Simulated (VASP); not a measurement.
# PrScO (Amm2) in VASP: single point with PBE

Aim: the single point of PrScO with PBE.

Program: VASP 6.6.1. These are calculated values, not measurements. Logs are shortened: lines on timing, memory, paths and dates and some standing lists are left out, and cuts for length are marked.

### 1 The cell of the first run

The typed cell holds 3 atoms: a = 5.727 Å, b = 3.575 Å, c = 3.575 Å, α = 60.00°, β = 90.00°, γ = 90.00°.

### 2 Single point, PBE

POSCAR

```
PrScO
1.0
    5.7272437956      0.0000000000      0.0000000000
    0.0000000000      1.7875647682      3.0960716467
    0.0000000000     -1.7875647682      3.0960716467
Pr Sc O
1 1 1
Direct
    0.0000000000      0.0420319208      0.0420319208
    0.5000000000      0.7081727685      0.7081727685
    0.5000000000      0.0415005355      0.0415005355
```

INCAR.step1

```
SYSTEM = PrScO
PREC = Accurate ; ENCUT = 520
EDIFF = 1E-6 ; ISMEAR = 0
SIGMA = 0.1 ; LREAL = .False.
LASPH = .True. ; NELM = 200
ALGO = Normal ; ISIF = 2
LWAVE = .False. ; LCHARG = .True.
LMAXMIX = 6 ; GGA = PE
NBANDS = 21 ; GGA_COMPAT = .False.
NEDOS = 2001 ; LORBIT = 11
```

KPOINTS.step1

```
regular mesh
0
Gamma
  6 12 12
  0 0 0
```

INCAR.step2

```
SYSTEM = PrScO
PREC = Accurate ; ENCUT = 520
EDIFF = 1E-6 ; ISMEAR = -5
SIGMA = 0.1 ; LREAL = .False.
LASPH = .True. ; NELM = 200
ALGO = Normal ; ISIF = 2
LWAVE = .False. ; LCHARG = .False.
LMAXMIX = 6 ; GGA = PE
LORBIT = 10 ; NEDOS = 2001
ICHARG = 11 ; GGA_COMPAT = .False.
```

KPOINTS.step2

```
regular mesh
0
Gamma
  9 18 18
  0 0 0
```

Potentials or basis: VASP PAW PBE potentials, release 64 (Pr_3, Sc_sv, O), 4f in core.

Command:

```bash
$ cat potpaw_PBE.64/Pr_3/POTCAR potpaw_PBE.64/Sc_sv/POTCAR potpaw_PBE.64/O/POTCAR > POTCAR
$ cp INCAR.step1 INCAR
$ cp KPOINTS.step1 KPOINTS
$ mpirun -np 1 vasp_std > vasp.out
$ cp INCAR.step2 INCAR
$ cp KPOINTS.step2 KPOINTS
$ mpirun -np 1 vasp_std > vasp.out
```

OUTCAR:

```text
SYSTEM = PrScO
   PREC = Accurate
   ENCUT = 520
   EDIFF = 1E-6
   ISMEAR = -5
   LREAL = .False.
   LASPH = .True.
   NELM = 200
   ISIF = 2
   GGA = PE
   LORBIT = 10
   ICHARG = 11

 ion  position               nearest neighbor table
   1  0.000  0.042  0.042-   3 2.86   3 2.86   2 3.53   2 3.53   2 3.53   2 3.53   2 3.53   2 3.53

   2  0.500  0.708  0.708-   3 2.06   3 2.06   3 2.06   1 3.53   1 3.53   1 3.53   1 3.53   1 3.53
                             1 3.53
   3  0.500  0.042  0.042-   2 2.06   2 2.06   2 2.06   1 2.86   1 2.86

  LATTYP: Found a base centered orthorhombic cell.
 ALAT       =     3.5751295364
 B/A-ratio  =     1.7320052967
 C/A-ratio  =     1.6019681909

  Lattice vectors:

 A1 = (   0.0000000000,   1.7875647682,  -3.0960716467)
 A2 = (   0.0000000000,   1.7875647682,   3.0960716467)
 A3 = (   5.7272437956,   0.0000000000,   0.0000000000)

Analysis of symmetry for initial positions (statically):
=====================================================================
 Subroutine PRICEL returns:
 Original cell was already a primitive cell.

 Routine SETGRP: Setting up the symmetry group for a
 base centered orthorhombic supercell.

 Subroutine GETGRP returns: Found  4 space group operations
 (whereof  4 operations were pure point group operations)
 out of a pool of  8 trial point group operations.

The static configuration has the point symmetry C_2v.

Analysis of symmetry for dynamics (positions and initial velocities):
=====================================================================
 Subroutine PRICEL returns:
 Original cell was already a primitive cell.

 Routine SETGRP: Setting up the symmetry group for a
 base centered orthorhombic supercell.

 Subroutine GETGRP returns: Found  4 space group operations
 (whereof  4 operations were pure point group operations)
 out of a pool of  8 trial point group operations.

The dynamic configuration has the point symmetry C_2v.

 Subroutine INISYM returns: Found  4 space group operations
 (whereof  4 operations are pure point group operations),
 and found     1 'primitive' translations

----------------------------------------------------------------------------------------

                                     Primitive cell

  volume of cell :      63.3940

[... 98 lines left out ...]
   ISIF   =      2    stress and relaxation
   ISYM   =      2    0-nonsym 1-usesym 2-fastsym
   POTIM  = 0.5000    time-step for ionic-motion
   TEBEG  =    0.0;   TEEND  =   0.0 temperature during run
   PSTRESS=    0.0 pullay stress
   NELECT =      28.0000    total number of electrons
   NUPDOWN=      -1.0000    fix difference up-down
   EMIN   =  10.00;   EMAX   =-10.00  energy-range for DOS
   EFERMI =   0.00;   METHOD = LEGACY
   ISMEAR =    -5;   SIGMA  =   0.10  broadening in eV -4-tet -1-fermi 0-gaus
   EFERMI_NEDOS =   21; number of points for ismear=-14 and -15
   IALGO  =     38    algorithm
   IMIX   =      4    mixing-type and parameters
     AMIX     =   0.40;   BMIX     =  1.00
     AMIX_MAG =   1.60;   BMIX_MAG =  1.00
  volume/ion in A,a.u.               =      21.13       142.60
  Fermi-wavevector in a.u.,A,eV,Ry     =   1.246746  2.356009 21.148568  1.554376
  Thomas-Fermi vector in A             =   2.380910
   LORBIT       =     10    0 simple, 1 ext, 2 COOP (PROOUT), +10 PAW based schemes
   GGA     = PE    functional components
   LHFCALC =     F    Hartree Fock is set to
   AEXX    =    0.0000 exact exchange contribution
   IVDW    =     0    specifies the selected vdW correction
   LEPSILON=     F    determine dielectric tensor
   LRPA    =     F    only Hartree local field effects (RPA)
 non-spin polarized calculation
 Fermi weights with tetrahedron method with Bloechl corrections
  energy-cutoff  :      520.00
  volume of cell :       63.39
 maximum number of plane-waves:      1739
 NGX is ok and might be reduce to    48

 number of electron      28.0000004 magnetization

 Free energy of the ion-electron system (eV)
  ---------------------------------------------------
  ext. energy  EPLUGINS =         0.00000000
  ---------------------------------------------------
  free energy    TOTEN  =       -21.59161076 eV

  energy without entropy =      -21.59161076  energy(sigma->0) =      -21.59161076

 E-fermi :   4.4694     XC(G=0): -10.1047

 val. band max:        4.4554302563   @ k =   0.1111  -0.3889   0.3889
 cond. band min:       4.4484504469   @ k =   0.3333  -0.3333   0.2222
 fundamental gap:     -0.0069798094
 Fermi energy:         4.4694112595

 k-point     1 :       0.0000    0.0000    0.0000
  band No.  band energies     occupation
      1     -45.4216      2.00000
      2     -31.8338      2.00000
      3     -24.0576      2.00000
      4     -24.0571      2.00000
      5     -24.0380      2.00000
      6     -15.2038      2.00000
[... 481 lines left out ...]
      5     -24.0251      2.00000
      6     -15.1679      2.00000
[... 10 lines left out ...]
     17       6.7282      0.00000
     18       7.4263      0.00000

 [... further k-points ...]

------------------------ aborting loop because EDIFF is reached ----------------------------------------

  FORCE on cell =-STRESS in cart. coord.  units (eV):
  Direction    XX          YY          ZZ          XY          YZ          ZX
  --------------------------------------------------------------------------------------
  -------------------------------------------------------------------------------------
  Total       -0.0323379      0.2270361      0.2170524      0.0000000      0.0000000      0.0000000
  in kB       -0.8172857      5.7379543      5.4856322      0.0000000      0.0000000      0.0000000
  external PRESSURE =       3.4687669 kB  Pullay stress =       0.0000000 kB

 VOLUME and BASIS-vectors are now :
 -----------------------------------------------------------------------------
  energy-cutoff  :      520.00
  volume of cell :       63.39
      direct lattice vectors                 reciprocal lattice vectors
     5.727243796  0.000000000  0.000000000     0.174604057  0.000000000  0.000000000
     0.000000000  1.787564768  3.096071647     0.000000000  0.279710145  0.161494971
     0.000000000 -1.787564768  3.096071647     0.000000000 -0.279710145  0.161494971

 POSITION                                       TOTAL-FORCE (eV/Angst)
 -----------------------------------------------------------------------------------
      0.00000      0.00000      0.26027         0.000000      0.000000     -0.007243
      2.86362      0.00000      4.38511         0.000000      0.000000      0.002104
      2.86362      0.00000      0.25698         0.000000      0.000000      0.005140
 -----------------------------------------------------------------------------------
    total drift:                                0.000000     -0.000000      0.000005

  FREE ENERGIE OF THE ION-ELECTRON SYSTEM (eV)
  ---------------------------------------------------
  free  energy   TOTEN  =       -21.5916107626 eV

  energy  without entropy=      -21.5916107626  energy(sigma->0) =      -21.59161076

 total charge

# of ion       s       p       d       tot
------------------------------------------
    1        2.115   5.723   0.979   8.817
    2        2.224   6.164   1.140   9.528
    3        1.566   3.469   0.000   5.035
--------------------------------------------------
tot          5.905  15.357   2.119  23.380
```

OSZICAR.step1:

```text
N       E                     dE             d eps       ncg     rms          rms(c)
DAV:   1     0.332423663396E+03    0.33242E+03   -0.13668E+04  7224   0.133E+03
DAV:   2     0.101962945460E+02   -0.32223E+03   -0.31409E+03  7330   0.421E+02
DAV:   3    -0.239420126052E+02   -0.34138E+02   -0.33209E+02 10764   0.128E+02
DAV:   4    -0.257410874840E+02   -0.17991E+01   -0.17860E+01 12339   0.286E+01
DAV:   5    -0.257805405812E+02   -0.39453E-01   -0.39375E-01  8671   0.342E+00    0.138E+01
DAV:   6    -0.217610541593E+02    0.40195E+01   -0.22159E+01 12102   0.380E+01    0.616E+00
DAV:   7    -0.216406875480E+02    0.12037E+00   -0.19392E+00 10878   0.106E+01    0.367E+00
DAV:   8    -0.216144663196E+02    0.26221E-01   -0.33426E-01 11426   0.593E+00    0.857E-01
DAV:   9    -0.216007210100E+02    0.13745E-01   -0.13057E-01 10864   0.357E+00    0.525E-01
DAV:  10    -0.215987762349E+02    0.19448E-02   -0.10029E-02 11398   0.870E-01    0.150E-01
DAV:  11    -0.215990764596E+02   -0.30022E-03   -0.17894E-03  9988   0.455E-01    0.954E-02
DAV:  12    -0.215989925776E+02    0.83882E-04   -0.34136E-04 10349   0.219E-01    0.144E-02
DAV:  13    -0.215989928401E+02   -0.26257E-06   -0.22133E-05 11238   0.440E-02    0.673E-03
DAV:  14    -0.215989926845E+02    0.15562E-06   -0.24767E-06  8850   0.155E-02
   1 F= -.21598993E+02 E0= -.21595179E+02  d E =-.762737E-02
```

Wall time 4.2 min (1 thread of Intel Xeon 6975P-C (Granite Rapids), shared host); peak memory 0.67 GiB.

What came out:

```
Valence electrons inside the program's atomic spheres : Pr 8.82; Sc 9.53; O 5.04
```

Caveat: spin-orbit coupling is left out, which moves the levels of the heavy elements; the 4f electrons are frozen in the core, so they carry no moment and show no levels; the run has no spin polarisation, though such a crystal can be magnetic; tetrahedron occupations give inexact forces and stress in metals. Spin polarisation is off, so any magnetic state and its effect on volume and gap are missing.
